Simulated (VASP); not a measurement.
# Ni (Im-3m) in VASP: notebook

Ni is run at these levels: BLYP; tasks: relaxation of cell and atoms, single point.

Everything below comes from runs of VASP 6.6.1. Logs are shortened: lines on timing, memory, paths and dates and some standing lists are left out, and cuts for length are marked.

## (1) The cell of the first run

Symmetry: Im-3m, No. 229, cubic system. Conventional cell: a = 2.797 Å, b = 2.797 Å, c = 2.797 Å, α = 90.00°, β = 90.00°, γ = 90.00°. Ni (site symmetry m-3m) has 14 Ni at 2.42 to 2.80 Å within 3.2 Å.

## (2) Relaxation of cell and atoms, BLYP

File INCAR:

```
AGGAC = 1.0
AGGAX = 1.0
ALDAC = 0.0
ALDAX = 1.0
ALGO = Normal
EDIFF = 1E-6
EDIFFG = -0.01
ENCUT = 600
GGA = B5
IBRION = 2
ISIF = 3
ISMEAR = -1
LASPH = T
LCHARG = F
LREAL = F
LWAVE = F
NELM = 80
NSW = 80
PREC = Accurate
SIGMA = 0.1
```

File KPOINTS:

```
k-points
0
Gamma
  16 16 16
```

File POSCAR:

```
Ni
1.0
   -1.3984527048      1.3984527048      1.3984527048
    1.3984527048     -1.3984527048      1.3984527048
    1.3984527048      1.3984527048     -1.3984527048
Ni
1
Direct
    0.0000000000      0.0000000000      0.0000000000
```

Potentials or basis: VASP PAW PBE potentials, release 64 (Ni).

Launch:

```
cat potpaw_PBE.64/Ni/POTCAR > POTCAR
mpirun -np 1 vasp_std > vasp.out
```

OUTCAR:

```text
EDIFF = 1E-6
   EDIFFG = -0.01
   ENCUT = 600
   GGA = B5
   IBRION = 2
   ISIF = 3
   ISMEAR = -1
   LASPH = T
   LREAL = F
   NELM = 80
   NSW = 80
   PREC = Accurate

 ion  position               nearest neighbor table
   1  0.000  0.000  0.000-

  LATTYP: Found a body centered cubic cell.
 ALAT       =     2.7969054096

  Lattice vectors:

 A1 = (  -1.3984527048,   1.3984527048,   1.3984527048)
 A2 = (   1.3984527048,  -1.3984527048,   1.3984527048)
 A3 = (   1.3984527048,   1.3984527048,  -1.3984527048)

Analysis of symmetry for initial positions (statically):
=====================================================================
 Subroutine PRICEL returns:
 Original cell was already a primitive cell.

 Routine SETGRP: Setting up the symmetry group for a
 body centered cubic supercell.

 Subroutine GETGRP returns: Found 48 space group operations
 (whereof 48 operations were pure point group operations)
 out of a pool of 48 trial point group operations.

The static configuration has the point symmetry O_h .

Analysis of symmetry for dynamics (positions and initial velocities):
=====================================================================
 Subroutine PRICEL returns:
 Original cell was already a primitive cell.

 Routine SETGRP: Setting up the symmetry group for a
 body centered cubic supercell.

 Subroutine GETGRP returns: Found 48 space group operations
 (whereof 48 operations were pure point group operations)
 out of a pool of 48 trial point group operations.

The dynamic configuration has the point symmetry O_h .

 Subroutine INISYM returns: Found 48 space group operations
 (whereof 48 operations are pure point group operations),
 and found     1 'primitive' translations

----------------------------------------------------------------------------------------

                                     Primitive cell

  volume of cell :      10.9396

  direct lattice vectors                    reciprocal lattice vectors
    -1.398452705  1.398452705  1.398452705     0.000000000  0.357538012  0.357538012
     1.398452705 -1.398452705  1.398452705     0.357538012  0.000000000  0.357538012
     1.398452705  1.398452705 -1.398452705     0.357538012  0.357538012  0.000000000

  length of vectors
     2.422191137  2.422191137  2.422191137     0.505635106  0.505635106  0.505635106

  position of ions in fractional coordinates (direct lattice)
     0.000000000  0.000000000  0.000000000

  ion indices of the primitive-cell ions
   primitive index   ion index
                 1           1

----------------------------------------------------------------------------------------

 KPOINTS: k-points

Automatic generation of k-mesh.
 Grid dimensions read from file:
 generate k-points for:   16   16   16

 Generating k-lattice:

  Cartesian coordinates                     Fractional coordinates (reciprocal lattice)
     0.000000000  0.022346126  0.022346126     0.062500000  0.000000000  0.000000000
     0.022346126  0.000000000  0.022346126     0.000000000  0.062500000  0.000000000
     0.022346126  0.022346126  0.000000000     0.000000000  0.000000000  0.062500000

  Length of vectors
     0.031602194  0.031602194  0.031602194

  Shift w.r.t. Gamma in fractional coordinates (k-lattice)
     0.000000000  0.000000000  0.000000000

 Subroutine IBZKPT returns following result:
 ===========================================

 Found    145 irreducible k-points:

 Following reciprocal coordinates:
            Coordinates               Weight
  0.000000  0.000000  0.000000      1.000000
  0.062500  0.000000  0.000000     12.000000
  0.125000  0.000000  0.000000     12.000000
  0.187500  0.000000  0.000000     12.000000
  0.250000  0.000000  0.000000     12.000000
  0.312500  0.000000  0.000000     12.000000
[... 16 lines left out ...]
  0.187500  0.187500  0.000000     24.000000
  0.250000  0.187500 -0.000000     48.000000
 [... further k-points ...]
   k-points           NKPTS =    145   k-points in BZ     NKDIM =    145   number of bands    NBANDS=      9
   number of dos      NEDOS =    301   number of ions     NIONS =      1
   total plane-waves  NPLWV =   8000
   dimension x,y,z NGX =    20 NGY =   20 NGZ =   20
   dimension x,y,z NGXF=    40 NGYF=   40 NGZF=   40
   ions per type =               1
   NGX,Y,Z   is equivalent  to a cutoff of  13.73, 13.73, 13.73 a.u.
   NGXF,Y,Z  is equivalent  to a cutoff of  27.45, 27.45, 27.45 a.u.
 SYSTEM =  unknown system
   PREC   = accura    normal or accurate (medium, high low for compatibility)
   ISTART =      0    job   : 0-new  1-cont  2-samecut
   ICHARG =      2    charge: 1-file 2-atom 10-const
   ISPIN  =      1    spin polarized calculation?
   LNONCOLLINEAR =      F non collinear calculations
   LSORBIT =      F    spin-orbit coupling
   LASPH  =      T    aspherical Exc in radial PAW
   ENCUT  =  600.0 eV  44.10 Ry    6.64 a.u.   4.84  4.84  4.84*2*pi/ulx,y,z
   NELM   =     80;   NELMIN=  2; NELMDL= -5     # of ELM steps
   EDIFF  = 0.1E-05   stopping-criterion for ELM
   LREAL  =      F    real-space projection
   EDIFFG = -.1E-01   stopping-criterion for IOM
   NSW    =     80    number of steps for IOM
   IBRION =      2    ionic relax: 0-MD 1-quasi-New 2-CG
   NFREE  =      1    steps in history (QN), initial steepest desc. (CG)
   ISIF   =      3    stress and relaxation
   ISYM   =      2    0-nonsym 1-usesym 2-fastsym
   POTIM  = 0.5000    time-step for ionic-motion
   TEBEG  =    0.0;   TEEND  =   0.0 temperature during run
   PSTRESS=    0.0 pullay stress
   NELECT =      10.0000    total number of electrons
   NUPDOWN=      -1.0000    fix difference up-down
   EMIN   =  10.00;   EMAX   =-10.00  energy-range for DOS
   EFERMI =   0.00;   METHOD = LEGACY
   ISMEAR =    -1;   SIGMA  =   0.10  broadening in eV -4-tet -1-fermi 0-gaus
   EFERMI_NEDOS =   21; number of points for ismear=-14 and -15
   IALGO  =     38    algorithm
   IMIX   =      4    mixing-type and parameters
     AMIX     =   0.40;   BMIX     =  1.00
     AMIX_MAG =   1.60;   BMIX_MAG =  1.00
  volume/ion in A,a.u.               =      10.94        73.82
  Fermi-wavevector in a.u.,A,eV,Ry     =   1.588816  3.002428 34.345698  2.524338
  Thomas-Fermi vector in A             =   2.687762
   LORBIT       =      0    0 simple, 1 ext, 2 COOP (PROOUT), +10 PAW based schemes
   GGA     = B5    functional components
   LHFCALC =     F    Hartree Fock is set to
   AEXX    =    0.0000 exact exchange contribution
   IVDW    =     0    specifies the selected vdW correction
   LEPSILON=     F    determine dielectric tensor
   LRPA    =     F    only Hartree local field effects (RPA)
 conjugate gradient relaxation of ions
 non-spin polarized calculation
  energy-cutoff  :      600.00
  volume of cell :       10.94
 maximum number of plane-waves:       378
   NGX =  9   NGY =  9   NGZ =  9

--------------------------------------- Ionic step        1  -------------------------------------------

 number of electron      10.0000000 magnetization

 number of electron       9.9999993 magnetization

 Free energy of the ion-electron system (eV)
  ---------------------------------------------------
  ext. energy  EPLUGINS =         0.00000000
  ---------------------------------------------------
  free energy    TOTEN  =        -4.52457121 eV

  energy without entropy =       -4.45617560  energy(sigma->0) =       -4.49037340

------------------------ aborting loop because EDIFF is reached ----------------------------------------

  FORCE on cell =-STRESS in cart. coord.  units (eV):
  Direction    XX          YY          ZZ          XY          YZ          ZX
  --------------------------------------------------------------------------------------
  -------------------------------------------------------------------------------------
  Total        0.6250723      0.6250723      0.6250723     -0.0000000      0.0000000      0.0000000
  in kB       91.5456057     91.5456057     91.5456057     -0.0000000      0.0000000      0.0000000
  external PRESSURE =      91.5456057 kB  Pullay stress =       0.0000000 kB
[... 55 lines left out ...]
  energy  without entropy=       -4.4537845600  energy(sigma->0) =       -4.49224809

--------------------------------------- Ionic step        3  -------------------------------------------

 number of electron      10.0000000 magnetization

 Free energy of the ion-electron system (eV)
  ---------------------------------------------------
  ext. energy  EPLUGINS =         0.00000000
  ---------------------------------------------------
  free energy    TOTEN  =        -4.53962059 eV

  energy without entropy =       -4.46655282  energy(sigma->0) =       -4.50308670

 E-fermi :   8.8876     XC(G=0): -12.3452

 val. band max:        8.8831139098   @ k =  -0.3750   0.4375   0.1875
 cond. band min:       8.8911054954   @ k =   0.4375   0.0000   0.0000
 fundamental gap:      0.0079915857
 Fermi energy:         8.8876212230

 k-point     1 :       0.0000    0.0000    0.0000
  band No.  band energies     occupation
      1       0.5810      2.00000
      2       7.1132      2.00000
      3       7.1132      2.00000
      4       7.1132      2.00000
      5       8.3310      1.99238
      6       8.3310      1.99238
      7      35.1595      0.00000
      8      35.1595      0.00000
      9      35.1595      0.00000
[... 265 lines left out ...]
 k-point    24 :       0.2500    0.1875   -0.0000
  band No.  band energies     occupation
      1       4.9403      2.00000
      2       6.4359      2.00000
      3       6.7416      2.00000
      4       8.1355      1.99892
      5       8.5253      1.94798
      6       9.7742      0.00028
      7      20.5043      0.00000
      8      22.5717      0.00000
      9      28.6485      0.00000

 [... further k-points ...]
[... 5 lines left out ...]
  --------------------------------------------------------------------------------------
  -------------------------------------------------------------------------------------
  Total       -0.0028467     -0.0028467     -0.0028467      0.0000000      0.0000000     -0.0000000
  in kB       -0.3967475     -0.3967475     -0.3967475      0.0000000      0.0000000     -0.0000000
  external PRESSURE =      -0.3967475 kB  Pullay stress =       0.0000000 kB
[... 16 lines left out ...]
  FREE ENERGIE OF THE ION-ELECTRON SYSTEM (eV)
  ---------------------------------------------------
  free  energy   TOTEN  =        -4.5396205852 eV

  energy  without entropy=       -4.4665528201  energy(sigma->0) =       -4.50308670

 reached required accuracy - stopping structural energy minimisation
```

Wall time 57 s (1 thread of Intel Xeon 8259CL, shared host); peak memory 0.14 GiB.

What came out:

```yaml
Free_energy: -4.5396 eV
Relaxed_volume: 11.50 Å³/atom
Relaxed_cell: a = 2.463 Å, b = 2.463 Å, c = 2.463 Å, α = 109.47°, β = 109.47°, γ = 109.47°
Space_group_after_relaxing_to_0.05_Å: Im-3m (No. 229)
Energy_gained_by_relaxing: 15.0 meV/atom
Ionic_steps: 3
Pressure_after_relaxing: 0.0 GPa
Band_gap_on_the_k_mesh: zero (band 5 reaches 9.24 eV, above the bottom of band 6 at 8.27 eV)
```

The path:
```tsv
step	energy change (eV)	largest force (eV/Å)	pressure (GPa)	volume (Å³)
1	0.0000	0.0000	9.15	10.94
2	-0.0061	0.0000	-5.90	11.96
3	-0.0150	0.0000	-0.04	11.50
```

Final structure:
```
CELL_PARAMETERS angstrom
-1.42176 1.42176 1.42176
1.42176 -1.42176 1.42176
1.42176 1.42176 -1.42176
ATOMIC_POSITIONS crystal
Ni 0.00000 0.00000 0.00000
```

Caveat: the PAW data sets were made with another functional, which shifts forces and pressure a little; the run has no spin polarisation, though such a crystal can be magnetic. Spin polarisation is off, so any magnetic state and its effect on volume and gap are missing.

## (3) Single point, BLYP

This run uses another cell than the first one, of 11.49 Å³/atom, 1.050 times its volume.

File INCAR:

```
SYSTEM = Ni
  PREC = Accurate
  ENCUT = 520
  EDIFF = 1E-6
  ISMEAR = -1
  SIGMA = 0.1
  LREAL = .FALSE.
  LASPH = .TRUE.
  NELM = 100
  ALGO = Normal
  ISIF = 2
  LWAVE = .FALSE.
  LCHARG = .FALSE.
  GGA = B5
  ALDAX = 1.0
  AGGAX = 1.0
  AGGAC = 1.0
  ALDAC = 0.0
  NBANDS = 11
```

File KPOINTS:

```
Automatic mesh
0
G
  25 25 25
  0 0 0
```

File POSCAR:

```
Ni
1.0
   -1.4214703369      1.4214703369      1.4214703369
    1.4214703369     -1.4214703369      1.4214703369
    1.4214703369      1.4214703369     -1.4214703369
Ni
1
Direct
    0.0000000000      0.0000000000      0.0000000000
```

Potentials or basis: VASP PAW PBE potentials, release 64 (Ni).

Launch:

```
cat potpaw_PBE.64/Ni/POTCAR > POTCAR
mpirun -np 1 vasp_std > vasp.out
```

Run time: 66 s. Hardware: 1 thread of Intel Xeon 8259CL, shared host; peak memory 0.17 GiB.

Results (log left out):

| Item | Value |
| --- | --- |
| Free energy | -4.5405 eV |
| Pressure | 0.1 GPa |
| Band gap on the k mesh | zero (band 5 reaches 9.24 eV, above the bottom of band 6 at 8.27 eV) |

Levels at points of the mesh, in eV from the Fermi level:
| k point | band 3 | band 4 | band 5 | band 6 | band 7 | band 8 |
| --- | --- | --- | --- | --- | --- | --- |
| (0.00, 0.00, 0.00) | -1.77 | -1.77 | -0.56 | -0.56 | 26.28 | 26.28 |

Caveat: the PAW data sets were made with another functional, which shifts forces and pressure a little; the run has no spin polarisation, though such a crystal can be magnetic. Spin polarisation is off, so any magnetic state and its effect on volume and gap are missing.

(Continued in part 2 of 3.)
